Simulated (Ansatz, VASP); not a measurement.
## Two plane-wave programs on Te4W

File INCAR:

```
PREC = Accurate ; ENCUT = 520
EDIFF = 1E-6 ; ISMEAR = 0
SIGMA = 0.1 ; LREAL = F
LASPH = T ; NELM = 60
ALGO = Normal ; ISIF = 2
LWAVE = F ; LCHARG = F
GGA = PE ; NBANDS = 27
```

Contents of KPOINTS:

```
Automatic mesh
0
Gamma
  4 4 4
```

The input POSCAR:

```
Te4W
1.0
    5.4068914200      0.0000000000      0.0000000000
    0.0000000000      5.4068914200      0.0000000000
    0.0000000000      0.0000000000      5.4068914200
Te W
4 1
Direct
    0.0000000000      0.0000000000      0.0000000000
    0.5000000000      0.5000000000      0.0000000000
    0.5000000000      0.0000000000      0.5000000000
    0.0000000000      0.5000000000      0.5000000000
    0.5000000000      0.5000000000      0.5000000000
```

Input for Ansatz:

```yaml
crystal:
  lattice:
    - [5.40689142, 0.0, 0.0]
    - [0.0, 5.40689142, 0.0]
    - [0.0, 0.0, 5.40689142]
  atoms:
    - { symbol: Te, position: [0.0, 0.0, 0.0] }
    - { symbol: Te, position: [0.5, 0.5, 0.0] }
    - { symbol: Te, position: [0.5, 0.0, 0.5] }
    - { symbol: Te, position: [0.0, 0.5, 0.5] }
    - { symbol: W, position: [0.5, 0.5, 0.5] }
basis:
  ecutwfc: 420
kpoints:
  mp_grid: { grid: [4, 4, 4] }
hamiltonian:
  xc: pbe
scf:
  occupations: { method: gaussian, width: 0.1 }
  lower_state_search: "off"
output:
  forces: true
  stress: true
  eigenvalues: true
```

Change from the starting cell: species swapped into the Ni4N type (Pm-3m, No. 221).

Alike in both runs: task single point; functional PBE; k mesh 4 × 4 × 4; occupations gaussian, width 0.1 eV; no spin polarisation.

|  | VASP | Ansatz |
| --- | --- | --- |
| version | VASP 6.6.1 | Ansatz 0.2.0 |
| potentials or method | VASP PAW PBE potentials, release 64 (Te, W_sv), cutoff 520 eV | scalar-relativistic, plane waves, PAW |
| valence electrons in the cell | 38 | 78 |

```tsv
	VASP	Ansatz	Ansatz less VASP
gap on the k mesh at the Fermi level (eV)	none	none	-
pressure (GPa)	-3.9	-3.9	+0.04
```

A gap of «none» marks a metal or a gap that the smearing closes. The functional is the same, so the differences come from potentials, cutoffs and numerics. VASP's potentials hold 38 valence electrons a cell and Ansatz's 78, so a difference there can come from the potentials and not from the codes.

Neither program's run includes spin-orbit coupling.
